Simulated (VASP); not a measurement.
# Be (P2_1/m) in VASP: notebook

Be is run at these levels: PBE+D3(BJ); tasks: single point.

All numbers are computed with VASP 6.6.1; they aren't measurements. Logs are shortened: lines on timing, memory, paths and dates and some standing lists are left out, and cuts for length are marked.

## 1. The cell of the first run

Symmetry: P2_1/m, No. 11, monoclinic system. Conventional cell: a = 2.159 Å, b = 3.413 Å, c = 2.159 Å, α = 90.00°, β = 120.00°, γ = 90.00°. Be (site symmetry m) has 12 Be at 2.05 to 2.19 Å within 2.7 Å.

## 2. Single point, PBE+D3(BJ) (atoms displaced along a vibrational mode, the cell strained)

Input file INCAR:

```
SYSTEM = Be
  PREC = Accurate
  ENCUT = 520
  EDIFF = 1E-6
  ISMEAR = 0
  SIGMA = 0.15
  LREAL = .FALSE.
  LASPH = .TRUE.
  NELM = 60
  ALGO = Fast
  ISIF = 2
  LWAVE = .FALSE.
  LCHARG = .FALSE.
  GGA = PE
  IVDW = 12
  NBANDS = 9
```

Input file KPOINTS:

```
Automatic mesh
0
G
  24 24 12
  0 0 0
```

Input file POSCAR:

```
Be
1.0
    2.1588417127      0.0000000000      0.0000000000
   -1.0794208564      1.8696117660      0.0000000000
    0.0000000000      0.0000000000      3.4126027556
Be
2
Direct
    0.3019449737      0.6666666667      0.2500000000
    0.6980550263      0.3333333333      0.7500000000
```

Potentials or basis: VASP PAW PBE potentials, release 64 (Be).

Started as:

```
$ cat potpaw_PBE.64/Be/POTCAR > POTCAR
$ mpirun -np 1 vasp_std > vasp.out
```

OUTCAR:

```text
SYSTEM = Be
   PREC = Accurate
   ENCUT = 520
   EDIFF = 1E-6
   ISMEAR = 0
   LREAL = .FALSE.
   LASPH = .TRUE.
   NELM = 60
   ISIF = 2
   GGA = PE
   IVDW = 12
 IVDW          = 12

 ion  position               nearest neighbor table
   1  0.302  0.667  0.250-   2 2.05   2 2.05   2 2.12   2 2.12   2 2.19   2 2.19
   2  0.698  0.333  0.750-   1 2.05   1 2.05   1 2.12   1 2.12   1 2.19   1 2.19

  LATTYP: Found a hexagonal cell.
 ALAT       =     2.1588417127
 C/A-ratio  =     1.5807563544

  Lattice vectors:

 A1 = (   2.1588417127,   0.0000000000,   0.0000000000)
 A2 = (  -1.0794208564,   1.8696117660,   0.0000000000)
 A3 = (   0.0000000000,   0.0000000000,   3.4126027556)

Analysis of symmetry for initial positions (statically):
=====================================================================
 Subroutine PRICEL returns:
 Original cell was already a primitive cell.

 Routine SETGRP: Setting up the symmetry group for a
 hexagonal supercell.

 Subroutine GETGRP returns: Found  4 space group operations
 (whereof  2 operations were pure point group operations)
 out of a pool of 24 trial point group operations.

The static configuration has the point symmetry S_2 .
 The point group associated with its full space group is C_2h.

Analysis of symmetry for dynamics (positions and initial velocities):
=====================================================================
 Subroutine PRICEL returns:
 Original cell was already a primitive cell.

 Routine SETGRP: Setting up the symmetry group for a
 hexagonal supercell.

 Subroutine GETGRP returns: Found  4 space group operations
 (whereof  2 operations were pure point group operations)
 out of a pool of 24 trial point group operations.

The dynamic configuration has the point symmetry S_2 .
 The point group associated with its full space group is C_2h.

 Subroutine INISYM returns: Found  4 space group operations
 (whereof  2 operations are pure point group operations),
 and found     1 'primitive' translations

----------------------------------------------------------------------------------------

                                     Primitive cell

  volume of cell :      13.7739

  direct lattice vectors                    reciprocal lattice vectors
     2.158841713  0.000000000  0.000000000     0.463211357  0.267435202  0.000000000
    -1.079420856  1.869611766  0.000000000     0.000000000  0.534870404  0.000000000
     0.000000000  0.000000000  3.412602756     0.000000000  0.000000000  0.293031469

  length of vectors
     2.158841713  2.158841713  3.412602756     0.534870404  0.534870404  0.293031469

  position of ions in fractional coordinates (direct lattice)
     0.301944974  0.666666667  0.250000000
     0.698055026  0.333333333  0.750000000

  ion indices of the primitive-cell ions
   primitive index   ion index
                 1           1
                 2           2

----------------------------------------------------------------------------------------

 KPOINTS: Automatic mesh

Automatic generation of k-mesh.
 Grid dimensions read from file:
 generate k-points for:   24   24   12

 Generating k-lattice:

  Cartesian coordinates                     Fractional coordinates (reciprocal lattice)
     0.019300473  0.011143133  0.000000000     0.041666667 -0.000000000  0.000000000
     0.000000000  0.022286267  0.000000000     0.000000000  0.041666667  0.000000000
     0.000000000  0.000000000  0.024419289     0.000000000  0.000000000  0.083333333

  Length of vectors
     0.022286267  0.022286267  0.024419289

  Shift w.r.t. Gamma in fractional coordinates (k-lattice)
     0.000000000  0.000000000  0.000000000

 Subroutine IBZKPT returns following result:
 ===========================================

 Found   2030 irreducible k-points:

 Following reciprocal coordinates:
            Coordinates               Weight
  0.000000  0.000000  0.000000      1.000000
  0.041667  0.000000  0.000000      2.000000
  0.000000  0.041667  0.000000      2.000000
 -0.041667  0.041667  0.000000      2.000000
  0.083333  0.000000  0.000000      2.000000
  0.000000  0.083333  0.000000      2.000000
[... 16 lines left out ...]
  0.333333  0.000000  0.000000      2.000000
  0.000000  0.333333  0.000000      2.000000
 [... further k-points ...]
   k-points           NKPTS =   2030   k-points in BZ     NKDIM =   2030   number of bands    NBANDS=      9
   number of dos      NEDOS =    301   number of ions     NIONS =      2
   total plane-waves  NPLWV =   7168
   dimension x,y,z NGX =    16 NGY =   16 NGZ =   28
   dimension x,y,z NGXF=    32 NGYF=   32 NGZF=   56
   ions per type =               2
   NGX,Y,Z   is equivalent  to a cutoff of  12.32, 12.32, 13.64 a.u.
   NGXF,Y,Z  is equivalent  to a cutoff of  24.64, 24.64, 27.28 a.u.
 SYSTEM =  Be
   PREC   = accura    normal or accurate (medium, high low for compatibility)
   ISTART =      0    job   : 0-new  1-cont  2-samecut
[... 32 lines left out ...]
   GGA     = PE    functional components
   LHFCALC =     F    Hartree Fock is set to
   AEXX    =    0.0000 exact exchange contribution
   IVDW    =    12    specifies the selected vdW correction
   LEPSILON=     F    determine dielectric tensor
   LRPA    =     F    only Hartree local field effects (RPA)
 non-spin polarized calculation
 RMM-DIIS sequential band-by-band and
 Gauss-broadening in eV      SIGMA  =   0.15
  energy-cutoff  :      520.00
  volume of cell :       13.77
 maximum number of plane-waves:       381
   NGX =  9   NGY =  9   NGZ = 13

 number of electron       4.0000000 magnetization

 Free energy of the ion-electron system (eV)
  ---------------------------------------------------
  ext. energy  EPLUGINS =         0.00000000
  ---------------------------------------------------
  free energy    TOTEN  =        -7.36695957 eV

  energy without entropy =       -7.36516686  energy(sigma->0) =       -7.36606321

 E-fermi :   8.2266     XC(G=0): -11.0684

 val. band max:        8.2146935669   @ k =  -0.2500  -0.4583   0.0000
 cond. band min:       8.2388242717   @ k =  -0.4583   0.2500   0.0833
 fundamental gap:      0.0241307048
 Fermi energy:         8.2266497759

 k-point     1 :       0.0000    0.0000    0.0000
  band No.  band energies     occupation
      1      -3.9055      2.00000
      2       3.2018      2.00000
      3       9.7624      0.00000
      4      25.6919      0.00000
      5      26.7052      0.00000
      6      28.4224      0.00000
      7      30.0032      0.00000
      8      31.5388      0.00000
      9      37.8121      0.00000

 k-point     2 :       0.0417    0.0000    0.0000
  band No.  band energies     occupation
      1      -3.8532      2.00000
      2       3.2743      2.00000
      3       9.7692      0.00000
      4      25.3082      0.00000
      5      26.1579      0.00000
      6      28.7464      0.00000
      7      29.9955      0.00000
      8      31.4207      0.00000
      9      36.1847      0.00000

 k-point     3 :       0.0000    0.0417    0.0000
  band No.  band energies     occupation
      1      -3.8531      2.00000
      2       3.2740      2.00000
      3       9.7714      0.00000
      4      25.2995      0.00000
      5      26.2127      0.00000
      6      28.4976      0.00000
      7      30.1709      0.00000
      8      31.4392      0.00000
      9      36.5284      0.00000

 k-point     4 :      -0.0417    0.0417    0.0000
  band No.  band energies     occupation
      1      -3.8530      2.00000
      2       3.2736      2.00000
      3       9.7742      0.00000
      4      25.3660      0.00000
      5      26.0489      0.00000
      6      28.6124      0.00000
      7      30.1442      0.00000
      8      31.4617      0.00000
      9      36.9424      0.00000
[... 205 lines left out ...]
 k-point    22 :      -0.2917    0.2917    0.0000
  band No.  band energies     occupation
      1      -1.3380      2.00000
      2       6.6752      2.00000
      3       9.6451      0.00000
      4      15.7627      0.00000
      5      20.3699      0.00000
      6      24.0957      0.00000
      7      24.9533      0.00000
      8      28.1487      0.00000
      9      31.0199      0.00000

 k-point    23 :       0.3333    0.0000    0.0000
  band No.  band energies     occupation
      1      -0.5397      2.00000
      2       7.8090      1.99992
      3       8.4491      0.03601
      4      16.0905      0.00000
      5      19.8572      0.00000
      6      21.3105      0.00000
      7      23.1996      0.00000
      8      27.5883      0.00000
      9      30.4640      0.00000

 k-point    24 :       0.0000    0.3333    0.0000
  band No.  band energies     occupation
      1      -0.5508      2.00000
      2       7.7647      1.99999
      3       8.6973      0.00001
      4      15.5793      0.00000
      5      19.9319      0.00000
      6      21.6003      0.00000
      7      23.2669      0.00000
      8      26.9947      0.00000
      9      31.5876      0.00000

 [... further k-points ...]

------------------------ aborting loop because EDIFF is reached ----------------------------------------

 Edisp (eV)   -0.81922

 E8    (eV) :    -0.2844

  FORCE on cell =-STRESS in cart. coord.  units (eV):
  Direction    XX          YY          ZZ          XY          YZ          ZX
  --------------------------------------------------------------------------------------
  -------------------------------------------------------------------------------------
  Total       0.93889     1.00824     1.20477     0.49085     0.00000     0.00000
  in kB     109.21155   117.27848   140.13866    57.09554     0.00000     0.00000
  external pressure =      122.21 kB  Pullay stress =        0.00 kB

 VOLUME and BASIS-vectors are now :
 -----------------------------------------------------------------------------
  energy-cutoff  :      520.00
  volume of cell :       13.77
      direct lattice vectors                 reciprocal lattice vectors
     2.158841713  0.000000000  0.000000000     0.463211357  0.267435202  0.000000000
    -1.079420856  1.869611766  0.000000000     0.000000000  0.534870404  0.000000000
     0.000000000  0.000000000  3.412602756     0.000000000  0.000000000  0.293031469

 POSITION                                       TOTAL-FORCE (eV/Angst)
 -----------------------------------------------------------------------------------
     -0.06776      1.24641      0.85315         0.591034      0.097078      0.000000
      1.14718      0.62320      2.55945        -0.591034     -0.097078      0.000000
 -----------------------------------------------------------------------------------
    total drift:                               -0.000000      0.000000      0.000000

  FREE ENERGIE OF THE ION-ELECTRON SYSTEM (eV)
  ---------------------------------------------------
  free  energy   TOTEN  =        -8.1861801941 eV

  energy  without entropy=       -8.1843874862  energy(sigma->0) =       -8.18528384
```

Run time: 1.8 min. Hardware: 1 thread of Intel Xeon Platinum 8488C (Sapphire Rapids), shared host; peak memory 0.32 GiB.

Results:

| Item | Value |
| --- | --- |
| Free energy | -8.1862 eV |
| Pressure | 12.2 GPa |
| Largest force | 0.599 eV/Å |
| Band gap on the k mesh | zero (bands 2 and 3 overlap by 2.30 eV) |
| Dispersion energy per atom | -0.410 eV |

Forces on the atoms (eV/Å):
```
Be   0.591  0.097  0.000
Be  -0.591 -0.097  0.000
```

Caveat: the cell differs from its parent crystal (atoms displaced along a vibrational mode, the cell strained); the cell stands under pressure.

## 3. Single point, PBE+D3(BJ) (atoms displaced along a vibrational mode, the cell strained)

Input file INCAR:

```
SYSTEM = Be
PREC = Accurate
ENCUT = 520
EDIFF = 1E-6
ISMEAR = 0
SIGMA = 0.15
LREAL = .FALSE.
LASPH = .TRUE.
NELM = 60
ALGO = Fast
ISIF = 2
LWAVE = .FALSE.
LCHARG = .TRUE.
GGA = PE
IVDW = 12
LELF = .TRUE.
LVHAR = .TRUE.
NBANDS = 9
```

Input file KPOINTS:

```
regular mesh
0
G
  24 24 12
  0 0 0
```

Input file POSCAR:

```
Be
1.0
    2.1588417127      0.0000000000      0.0000000000
   -1.0794208564      1.8696117660      0.0000000000
    0.0000000000      0.0000000000      3.4126027556
Be
2
Direct
    0.2705566141      0.6666666667      0.2500000000
    0.7294433859      0.3333333333      0.7500000000
```

Potentials or basis: VASP PAW PBE potentials, release 64 (Be).

Started as:

```
$ cat potpaw_PBE.64/Be/POTCAR > POTCAR
$ mpirun -np 1 vasp_std > vasp.out
```

Run time: 93 s. Hardware: 1 thread of Intel Xeon Platinum 8488C (Sapphire Rapids), shared host; peak memory 0.32 GiB.

Results (log left out):

- Free energy: -8.0691 eV
- Pressure: 13.5 GPa
- Largest force: 1.179 eV/Å
- Band gap on the k mesh: zero (bands 2 and 3 overlap by 2.18 eV)
- Dispersion energy per atom: -0.410 eV

Forces in eV/Å, atoms in the order of the input:
```
Be   1.119  0.371  0.000
Be  -1.119 -0.371  0.000
```

Stress tensor (GPa, compression positive):
```
 9.10 10.05  0.00
10.05 12.09  0.00
 0.00  0.00 19.33
```

Levels at points of the mesh, in eV from the Fermi level:
```tsv
k point	band 1	band 2	band 3	band 4	band 5
(0.00, 0.00, 0.00)	-12.21	-5.14	1.46	17.14	19.11
(0.50, 0.00, 0.00)	-4.97	-4.37	5.00	5.37	9.43
(0.00, 0.50, 0.00)	-5.63	-3.35	3.75	6.94	7.55
(0.50, 0.50, 0.00)	-6.06	-2.18	2.98	5.73	8.30
(0.00, 0.00, 0.50)	-9.96	-9.96	11.62	11.62	19.45
(0.50, 0.00, 0.50)	-4.37	-4.37	2.49	2.49	13.20
(0.00, 0.50, 0.50)	-4.16	-4.16	1.97	1.97	13.04
(0.50, 0.50, 0.50)	-3.75	-3.75	1.11	1.11	13.18
```

Caveat: the cell differs from its parent crystal (atoms displaced along a vibrational mode, the cell strained); the stress differs along the axes, from 9 to 19 GPa; forces of over 1 eV/Å act on the atoms, so gaps and moduli don't describe the material at rest.

## 4. Single point, PBE+D3(BJ) (atoms displaced along a vibrational mode, the cell strained)

INCAR: that of step 3 with these lines changed.

```diff
@@ -8,3 +8,3 @@
 LASPH = .TRUE.
-NELM = 60
+NELM = 80
 ALGO = Fast
```

Input file KPOINTS:

```
Automatic mesh
0
G
  24 24 12
  0 0 0
```

Input file POSCAR:

```
Be
1.0
    2.1588417127      0.0000000000      0.0000000000
   -1.0794208564      1.8696117660      0.0000000000
    0.0000000000      0.0000000000      3.4126027556
Be
2
Direct
    0.2862733755      0.6666666667      0.2500000000
    0.7137266245      0.3333333333      0.7500000000
```

Started as:

```
$ cat potpaw_PBE.64/Be/POTCAR > POTCAR
$ mpirun -np 1 vasp_std > vasp.out
```

Run time: 93 s. Hardware: 1 thread of Intel Xeon Platinum 8488C (Sapphire Rapids), shared host; peak memory 0.32 GiB.

Results (log left out):

| Item | Value |
| --- | --- |
| Free energy | -8.1367 eV |
| Pressure | 12.8 GPa |
| Largest force | 0.894 eV/Å |
| Band gap on the k mesh | zero (bands 2 and 3 overlap by 2.29 eV) |
| Dispersion energy per atom | -0.410 eV |

Forces on the atoms (eV/Å):
```
Be   0.868  0.214  0.000
Be  -0.868 -0.214  0.000
```

Stress tensor (GPa, compression positive):
```
10.14  8.05  0.00
 8.05 11.91  0.00
 0.00  0.00 16.26
```

Levels at points of the mesh, in eV from the Fermi level:
```csv
k point,band 1,band 2,band 3,band 4,band 5,band 6,band 7
"(0.00, 0.00, 0.00)",-12.17,-5.08,1.50,17.28,18.78,19.77,22.06
"(0.50, 0.00, 0.00)",-5.11,-4.09,4.75,5.79,9.04,10.41,10.58
"(0.00, 0.50, 0.00)",-5.58,-3.31,3.85,6.97,7.61,10.80,11.19
"(0.50, 0.50, 0.00)",-5.93,-2.43,3.22,6.22,8.02,10.48,11.76
"(0.00, 0.00, 0.50)",-9.91,-9.91,11.69,11.69,19.54,19.54,19.80
"(0.50, 0.00, 0.50)",-4.29,-4.29,2.44,2.44,13.28,13.28,16.23
"(0.00, 0.50, 0.50)",-4.11,-4.11,2.00,2.00,13.17,13.17,17.30
"(0.50, 0.50, 0.50)",-3.81,-3.81,1.37,1.37,13.25,13.25,18.28
```

Caveat: the cell differs from its parent crystal (atoms displaced along a vibrational mode, the cell strained); the stress differs along the axes, from 10 to 16 GPa.

## 5. Single point, PBE+D3(BJ) (atoms displaced along a vibrational mode, the cell strained)

Input file INCAR:

```
SYSTEM = Be
PREC     = Accurate       ! precision mode
ENCUT    = 520            ! plane-wave cutoff, eV
EDIFF    = 1E-7           ! SCF threshold, eV
ISMEAR   = 0              ! smearing method
SIGMA    = 0.15           ! smearing width, eV
LREAL    = .FALSE.        ! projectors in reciprocal space
LASPH    = .TRUE.         ! aspherical terms in the spheres
NELM     = 60             ! most SCF steps
ALGO     = Fast           ! electronic algorithm
ISIF     = 2              ! what is computed and relaxed
LWAVE    = .FALSE.        ! write WAVECAR
LCHARG   = .FALSE.        ! write CHGCAR
GGA      = PE             ! functional
IVDW     = 12             ! dispersion correction
NBANDS   = 9              ! bands
```

KPOINTS is that of step 4.

Input file POSCAR:

```
Be
1.0
    2.1772195447      0.0000000000      0.0000000000
   -1.0886097724      1.8855274353      0.0000000000
    0.0000000000      0.0000000000      3.4416536304
Be
2
Direct
    0.3019449737      0.6666666667      0.2500000000
    0.6980550263      0.3333333333      0.7500000000
```

Started as:

```
$ cat potpaw_PBE.64/Be/POTCAR > POTCAR
$ mpirun -np 1 vasp_std > vasp.out
```

It took 1.8 min on 1 thread of Intel Xeon Platinum 8488C (Sapphire Rapids), shared host; peak memory 0.33 GiB.

The run converged. Its results:

```yaml
Free_energy: -8.2085 eV
Pressure: 8.0 GPa
Largest_force: 0.580 eV/Å
Band_gap_on_the_k_mesh: zero (bands 2 and 3 overlap by 2.27 eV)
Dispersion_energy_per_atom: -0.399 eV
```

Forces in eV/Å, atoms in the order of the input:
```
Be   0.572  0.094  0.000
Be  -0.572 -0.094  0.000
```

Stress tensor (GPa, compression positive):
```
6.96 5.27 0.00
5.27 7.70 0.00
0.00 0.00 9.40
```

Levels at points of the mesh, in eV from the Fermi level:
| k point | band 1 | band 2 | band 3 | band 4 | band 5 |
| --- | --- | --- | --- | --- | --- |
| (0.00, 0.00, 0.00) | -11.99 | -4.93 | 1.43 | 17.12 | 18.12 |
| (0.50, 0.00, 0.00) | -5.16 | -3.76 | 4.42 | 6.12 | 8.41 |
| (0.00, 0.50, 0.00) | -5.44 | -3.24 | 3.86 | 6.89 | 7.47 |
| (0.50, 0.50, 0.00) | -5.68 | -2.69 | 3.42 | 6.55 | 7.61 |
| (0.00, 0.00, 0.50) | -9.75 | -9.75 | 11.52 | 11.52 | 19.24 |
| (0.50, 0.00, 0.50) | -4.12 | -4.12 | 2.26 | 2.26 | 13.10 |
| (0.00, 0.50, 0.50) | -3.99 | -3.99 | 1.94 | 1.94 | 13.03 |
| (0.50, 0.50, 0.50) | -3.80 | -3.80 | 1.54 | 1.54 | 13.07 |

Caveat: the cell differs from its parent crystal (atoms displaced along a vibrational mode, the cell strained); the cell stands under pressure.

## 6. Overview

| cell | further INCAR settings | gap on the mesh (eV) | pressure (GPa) | largest force (eV/Å) |
| --- | --- | --- | --- | --- |
| a = 2.159, b = 2.159, c = 3.413 Å, angles 90.0, 90.0, 120.0°, 2 atoms, atomic positions A | ALGO = Fast; EDIFF = 1e-06; NBANDS = 9 | none | 12.2 | 0.60 |
| a = 2.159, b = 2.159, c = 3.413 Å, angles 90.0, 90.0, 120.0°, 2 atoms, atomic positions B | ALGO = Fast; EDIFF = 1e-06; NBANDS = 9 | none | 13.5 | 1.18 |
| a = 2.159, b = 2.159, c = 3.413 Å, angles 90.0, 90.0, 120.0°, 2 atoms, atomic positions C | ALGO = Fast; EDIFF = 1e-06; NBANDS = 9 | none | 12.8 | 0.89 |
| a = 2.177, b = 2.177, c = 3.442 Å, angles 90.0, 90.0, 120.0°, 2 atoms, atomic positions A | ALGO = Fast; EDIFF = 1e-07; NBANDS = 9 | none | 8.0 | 0.58 |

Alike in all rows: task single point; level PBE+D3(BJ); potentials or basis VASP PAW PBE potentials, release 64 (Be); no spin polarisation; k mesh 24 × 24 × 12; cutoff (eV) 520; smearing gaussian 0.15 eV.

Caveats: the cell stands under pressure (at least some runs); the stress differs along the axes, from 9 to 19 GPa (at least some runs); forces of over 1 eV/Å act on the atoms, so gaps and moduli don't describe the material at rest (at least some runs); the stress differs along the axes, from 10 to 16 GPa (at least some runs).

Total energies depend on the potentials used, so only differences within one code and one set of settings carry meaning.

The gap in the log of VASP goes by the Fermi energy; the results here count the filled bands.